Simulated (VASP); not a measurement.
Input of a VASP 6.6.1 run:

File INCAR:

```
SYSTEM = KMgF3
PREC = Accurate
ENCUT = 520
EDIFF = 1E-6
ISMEAR = 0
SIGMA = 0.1
LREAL = .FALSE.
LASPH = .TRUE.
NELM = 80
ALGO = Normal
ISIF = 2
LWAVE = .FALSE.
LCHARG = .TRUE.
GGA = PE
LELF = .TRUE.
LVHAR = .TRUE.
NBANDS = 43
```

Contents of KPOINTS:

```
regular mesh
0
G
  4 4 2
  0 0 0
```

Contents of POSCAR:

```
KMgF3
1.0
   -4.0571296528     -0.0023810214      0.0062504239
    0.0062684105     -0.0010471178     -4.0509420673
   -0.0047803678     -8.1119836263     -0.0021007188
K Mg F
2 2 6
Direct
    0.4999339812      0.5000497280      0.7499846257
    0.4999552800      0.5000284843      0.2499935808
    0.9999858782     -0.0000451042      0.5000024733
    0.9999868214      0.0000320914      0.9999933356
    0.5000097639      1.0000976246      1.0000136932
    0.5000213510      0.9998936276      0.4999854480
    1.0000293495      0.9999957968      0.7500036971
    1.0000147319      0.9999608538      0.2500002605
    1.0000187207      0.5000416335      0.9999829738
    1.0000441223      0.4999452643      0.5000399118
```

Potentials or basis: VASP PAW PBE potentials, release 64 (K_sv, Mg, F).

Run with:

```sh
$ cat potpaw_PBE.64/K_sv/POTCAR potpaw_PBE.64/Mg/POTCAR potpaw_PBE.64/F/POTCAR > POTCAR
$ mpirun -np 1 vasp_std > vasp.out
```

Problem. Estimate the band gap on the k mesh.

Solution. 6.93 eV.

Problem. Estimate the pressure.

Solution. -0.5 GPa.

Stress tensor (GPa, compression positive):
```
-0.51 -0.05  0.14
-0.05 -0.48 -0.02
 0.14 -0.02 -0.38
```

A k mesh can miss the band edges.
